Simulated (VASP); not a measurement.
# ZnS (R3m) in VASP: settings compared, part 2 of 2

VASP 6.6.1. The steps go on from the part before.

## Step 5: Single point, PBEsol+D4

INCAR

```
SYSTEM = ZnS
  PREC = Accurate
  ENCUT = 520
  EDIFF = 1E-6
  ISMEAR = 0
  SIGMA = 0.05
  LREAL = .FALSE.
  LASPH = .TRUE.
  NELM = 80
  ALGO = Normal
  ISIF = 2
  LWAVE = .FALSE.
  LCHARG = .TRUE.
  GGA = PS
  IVDW = 13
  LELF = .TRUE.
  LVHAR = .TRUE.
  NBANDS = 16
```

KPOINTS

```
Automatic mesh
0
G
  10 10 10
  0 0 0
```

POSCAR

```
ZnS
1.0
    0.0000000000      2.6782590749      2.6782590749
    2.6782590749      0.0000000000      2.6782590749
    2.6782590749      2.6782590749      0.0000000000
Zn S
1 1
Direct
    0.0000000000      0.0000000000      0.0000000000
    0.8308384644      0.7230538452      0.7230538452
```

Potentials or basis: VASP PAW PBE potentials, release 64 (Zn, S).

Launch:

```
$ cat potpaw_PBE.64/Zn/POTCAR potpaw_PBE.64/S/POTCAR > POTCAR
$ mpirun -np 1 vasp_std > vasp.out
```

OUTCAR:

```text
SYSTEM = ZnS
   PREC = Accurate
   ENCUT = 520
   EDIFF = 1E-6
   ISMEAR = 0
   LREAL = .FALSE.
   LASPH = .TRUE.
   NELM = 80
   ISIF = 2
   GGA = PS
   IVDW = 13

 ion  position               nearest neighbor table
   1  0.000  0.000  0.000-   2 2.25   2 2.25   2 2.25   2 2.57
   2  0.831  0.723  0.723-   1 2.25   1 2.25   1 2.25   1 2.57

  LATTYP: Found a face centered cubic cell.
 ALAT       =     5.3565181498

  Lattice vectors:

 A1 = (   0.0000000000,   2.6782590749,   2.6782590749)
 A2 = (   2.6782590749,   0.0000000000,   2.6782590749)
 A3 = (   2.6782590749,   2.6782590749,   0.0000000000)

Analysis of symmetry for initial positions (statically):
=====================================================================
 Subroutine PRICEL returns:
 Original cell was already a primitive cell.

 Routine SETGRP: Setting up the symmetry group for a
 face centered cubic supercell.

 Subroutine GETGRP returns: Found  6 space group operations
 (whereof  6 operations were pure point group operations)
 out of a pool of 48 trial point group operations.

The static configuration has the point symmetry C_3v.

Analysis of symmetry for dynamics (positions and initial velocities):
=====================================================================
 Subroutine PRICEL returns:
 Original cell was already a primitive cell.

 Routine SETGRP: Setting up the symmetry group for a
 face centered cubic supercell.

 Subroutine GETGRP returns: Found  6 space group operations
 (whereof  6 operations were pure point group operations)
 out of a pool of 48 trial point group operations.

The dynamic configuration has the point symmetry C_3v.

 Subroutine INISYM returns: Found  6 space group operations
 (whereof  6 operations are pure point group operations),
 and found     1 'primitive' translations

----------------------------------------------------------------------------------------

                                     Primitive cell

  volume of cell :      38.4227

  direct lattice vectors                    reciprocal lattice vectors
     0.000000000  2.678259075  2.678259075    -0.186688437  0.186688437  0.186688437
     2.678259075  0.000000000  2.678259075     0.186688437 -0.186688437  0.186688437
     2.678259075  2.678259075  0.000000000     0.186688437  0.186688437 -0.186688437

  length of vectors
     3.787630307  3.787630307  3.787630307     0.323353858  0.323353858  0.323353858

  position of ions in fractional coordinates (direct lattice)
     0.000000000  0.000000000  0.000000000
     0.830838464  0.723053845  0.723053845

  ion indices of the primitive-cell ions
   primitive index   ion index
                 1           1
                 2           2

----------------------------------------------------------------------------------------

 KPOINTS: Automatic mesh

Automatic generation of k-mesh.
 Grid dimensions read from file:
 generate k-points for:   10   10   10

 Generating k-lattice:

  Cartesian coordinates                     Fractional coordinates (reciprocal lattice)
    -0.018668844  0.018668844  0.018668844     0.100000000  0.000000000  0.000000000
     0.018668844 -0.018668844  0.018668844     0.000000000  0.100000000  0.000000000
     0.018668844  0.018668844 -0.018668844     0.000000000  0.000000000  0.100000000

  Length of vectors
     0.032335386  0.032335386  0.032335386

  Shift w.r.t. Gamma in fractional coordinates (k-lattice)
     0.000000000  0.000000000  0.000000000

 Subroutine IBZKPT returns following result:
 ===========================================

 Found    116 irreducible k-points:

 Following reciprocal coordinates:
            Coordinates               Weight
  0.000000  0.000000  0.000000      1.000000
  0.100000  0.000000  0.000000      2.000000
  0.000000  0.100000  0.000000      6.000000
  0.200000  0.000000  0.000000      2.000000
  0.000000  0.200000  0.000000      6.000000
  0.300000  0.000000  0.000000      2.000000
[... 16 lines left out ...]
  0.000000  0.500000  0.100000     12.000000
  0.100000  0.000000  0.500000      6.000000
 [... further k-points ...]
   k-points           NKPTS =    116   k-points in BZ     NKDIM =    116   number of bands    NBANDS=     16
   number of dos      NEDOS =    301   number of ions     NIONS =      2
   total plane-waves  NPLWV =  21952
   dimension x,y,z NGX =    28 NGY =   28 NGZ =   28
   dimension x,y,z NGXF=    56 NGYF=   56 NGZF=   56
   ions per type =               1   1
   NGX,Y,Z   is equivalent  to a cutoff of  12.29, 12.29, 12.29 a.u.
   NGXF,Y,Z  is equivalent  to a cutoff of  24.58, 24.58, 24.58 a.u.
 SYSTEM =  ZnS
   PREC   = accura    normal or accurate (medium, high low for compatibility)
   ISTART =      0    job   : 0-new  1-cont  2-samecut
   ICHARG =      2    charge: 1-file 2-atom 10-const
   ISPIN  =      1    spin polarized calculation?
   LNONCOLLINEAR =      F non collinear calculations
   LSORBIT =      F    spin-orbit coupling
   LASPH  =      T    aspherical Exc in radial PAW
   ENCUT  =  520.0 eV  38.22 Ry    6.18 a.u.   7.04  7.04  7.04*2*pi/ulx,y,z
   NELM   =     80;   NELMIN=  2; NELMDL= -5     # of ELM steps
   EDIFF  = 0.1E-05   stopping-criterion for ELM
   LREAL  =      F    real-space projection
   EDIFFG = 0.1E-04   stopping-criterion for IOM
   NSW    =      0    number of steps for IOM
   IBRION =     -1    ionic relax: 0-MD 1-quasi-New 2-CG
   NFREE  =      0    steps in history (QN), initial steepest desc. (CG)
   ISIF   =      2    stress and relaxation
   ISYM   =      2    0-nonsym 1-usesym 2-fastsym
   POTIM  = 0.5000    time-step for ionic-motion
   TEBEG  =    0.0;   TEEND  =   0.0 temperature during run
   PSTRESS=    0.0 pullay stress
   NELECT =      18.0000    total number of electrons
   NUPDOWN=      -1.0000    fix difference up-down
   EMIN   =  10.00;   EMAX   =-10.00  energy-range for DOS
   EFERMI =   0.00;   METHOD = LEGACY
   ISMEAR =     0;   SIGMA  =   0.05  broadening in eV -4-tet -1-fermi 0-gaus
   EFERMI_NEDOS =   21; number of points for ismear=-14 and -15
   IALGO  =     38    algorithm
   IMIX   =      4    mixing-type and parameters
     AMIX     =   0.40;   BMIX     =  1.00
     AMIX_MAG =   1.60;   BMIX_MAG =  1.00
  volume/ion in A,a.u.               =      19.21       129.64
  Fermi-wavevector in a.u.,A,eV,Ry     =   1.271461  2.402713 21.995360  1.616613
  Thomas-Fermi vector in A             =   2.404393
   LORBIT       =      0    0 simple, 1 ext, 2 COOP (PROOUT), +10 PAW based schemes
   GGA     = PS    functional components
   LHFCALC =     F    Hartree Fock is set to
   AEXX    =    0.0000 exact exchange contribution
   IVDW    =    13    specifies the selected vdW correction
   LEPSILON=     F    determine dielectric tensor
   LRPA    =     F    only Hartree local field effects (RPA)
 non-spin polarized calculation
 Gauss-broadening in eV      SIGMA  =   0.05
  energy-cutoff  :      520.00
  volume of cell :       38.42
 maximum number of plane-waves:      1056
   NGX = 15   NGY = 15   NGZ = 15

 number of electron      18.0000014 magnetization

 Free energy of the ion-electron system (eV)
  ---------------------------------------------------
  ext. energy  EPLUGINS =         0.00000000
  ---------------------------------------------------
  free energy    TOTEN  =        -7.45787975 eV

  energy without entropy =       -7.45787975  energy(sigma->0) =       -7.45787975

 E-fermi :   2.5786     XC(G=0):  -9.9738

 val. band max:        2.3462572151   @ k =   0.0000   0.0000   0.0000
 cond. band min:       4.3883779368   @ k =   0.0000   0.0000   0.0000
 fundamental gap:      2.0421207217
 Fermi energy:         2.5786412062

 k-point     1 :       0.0000    0.0000    0.0000
  band No.  band energies     occupation
      1     -11.1243      2.00000
      2      -4.4150      2.00000
      3      -4.4150      2.00000
      4      -4.0780      2.00000
      5      -3.7712      2.00000
      6      -3.7712      2.00000
[... 8 lines left out ...]
     15      13.9799      0.00000
     16      13.9799      0.00000
[... 419 lines left out ...]
 k-point    24 :       0.1000    0.0000    0.5000
  band No.  band energies     occupation
      1     -10.0728      2.00000
      2      -4.1879      2.00000
      3      -4.1491      2.00000
      4      -3.7843      2.00000
      5      -3.7690      2.00000
      6      -3.6481      2.00000
[... 8 lines left out ...]
     15      15.3103      0.00000
     16      16.0049      0.00000

 [... further k-points ...]

------------------------ aborting loop because EDIFF is reached ----------------------------------------

  DFT-D4 for vdW energy calculation

  Edisp (eV):   -0.36093

  FORCE on cell =-STRESS in cart. coord.  units (eV):
  Direction    XX          YY          ZZ          XY          YZ          ZX
  --------------------------------------------------------------------------------------
  -------------------------------------------------------------------------------------
  Total       0.07199     0.07199     0.07199     0.53345    -0.53345     0.53345
  in kB       3.00203     3.00203     3.00203    22.24424   -22.24424    22.24424
  external pressure =        3.00 kB  Pullay stress =        0.00 kB

 VOLUME and BASIS-vectors are now :
 -----------------------------------------------------------------------------
  energy-cutoff  :      520.00
  volume of cell :       38.42
      direct lattice vectors                 reciprocal lattice vectors
     0.000000000  2.678259075  2.678259075    -0.186688437  0.186688437  0.186688437
     2.678259075  0.000000000  2.678259075     0.186688437 -0.186688437  0.186688437
     2.678259075  2.678259075  0.000000000     0.186688437  0.186688437 -0.186688437

 POSITION                                       TOTAL-FORCE (eV/Angst)
 -----------------------------------------------------------------------------------
      0.00000      0.00000      0.00000        -0.486224      0.486224      0.486224
      3.87305      4.16173      4.16173         0.486224     -0.486224     -0.486224
 -----------------------------------------------------------------------------------
    total drift:                                0.000052     -0.000051     -0.000050

  FREE ENERGIE OF THE ION-ELECTRON SYSTEM (eV)
  ---------------------------------------------------
  free  energy   TOTEN  =        -7.8188089840 eV

  energy  without entropy=       -7.8188089840  energy(sigma->0) =       -7.81880898
```

stdout:

```text
POSCAR found type information on POSCAR ZnS
 POSCAR found :  2 types and       2 ions
 scaLAPACK will be used
 -----------------------------------------------------------------------------
|                                                                             |
|                                                                             |
|     You enforced a specific xc type in the INCAR file but a different       |
|     I HOPE YOU KNOW WHAT YOU ARE DOING!                                     |
|                                                                             |
 -----------------------------------------------------------------------------

 LDA part: xc-table for (Slater+PW92), standard interpolation
 POSCAR, INCAR and KPOINTS ok, starting setup
 FFT: planning ... GRIDC
 FFT: planning ... GRID_SOFT
 FFT: planning ... GRID
 WAVECAR not read
 entering main loop
```

It took 1.8 min on 1 thread of Intel Xeon 8259CL, shared host; peak memory 0.21 GiB.

What came out:

- Free energy: -7.8188 eV
- Pressure: 0.3 GPa
- Largest force: 0.842 eV/Å
- Band gap on the k mesh: 2.04 eV
- Dispersion energy per atom: -0.180 eV

Forces in eV/Å, atoms in the order of the input:
```
Zn  -0.486  0.486  0.486
S    0.486 -0.486 -0.486
```

Levels at points of the mesh, in eV from the valence-band top:
| k point | band 6 | band 7 | band 8 | band 9 | band 10 | band 11 | band 12 | band 13 |
| --- | --- | --- | --- | --- | --- | --- | --- | --- |
| (0.00, 0.00, 0.00) | -6.12 | -0.21 | -0.21 | 0.00 | 2.04 | 6.28 | 6.28 | 6.42 |
| (0.50, 0.00, 0.00) | -5.86 | -5.03 | -0.88 | -0.88 | 2.84 | 6.41 | 6.41 | 8.43 |
| (0.00, 0.50, 0.00) | -5.94 | -5.67 | -1.44 | -0.64 | 3.29 | 6.23 | 7.54 | 8.74 |
| (0.50, 0.50, 0.00) | -5.91 | -4.80 | -2.52 | -2.22 | 2.96 | 3.88 | 10.87 | 12.00 |

Caveat: the PAW data sets were made with another functional, which shifts forces and pressure a little. As with any semilocal functional, this PBEsol gap is likely too small.

## Step 6: Overview

| level | cell | gap on the mesh (eV) | pressure (GPa) | largest force (eV/Å) |
| --- | --- | --- | --- | --- |
| PBEsol | as given, atomic positions A | 2.12 | 3.0 | 0.90 |
| PBEsol | as given, atomic positions B | 2.00 | 3.4 | 2.75 |
| PBEsol | as given, atomic positions C | 1.96 | 13.0 | 7.60 |
| PBEsol+D4 | as given, atomic positions D | 2.04 | 0.3 | 0.84 |

Alike in all rows: task single point; potentials or basis VASP PAW PBE potentials, release 64 (Zn, S); no spin polarisation; k mesh 10 × 10 × 10; cutoff (eV) 520; smearing gaussian 0.05 eV.

Caveats: the PAW data sets were made with another functional, which shifts forces and pressure a little; the cell stands under pressure (at least some runs).

Absolute energies hang on the potentials; compare differences alone.
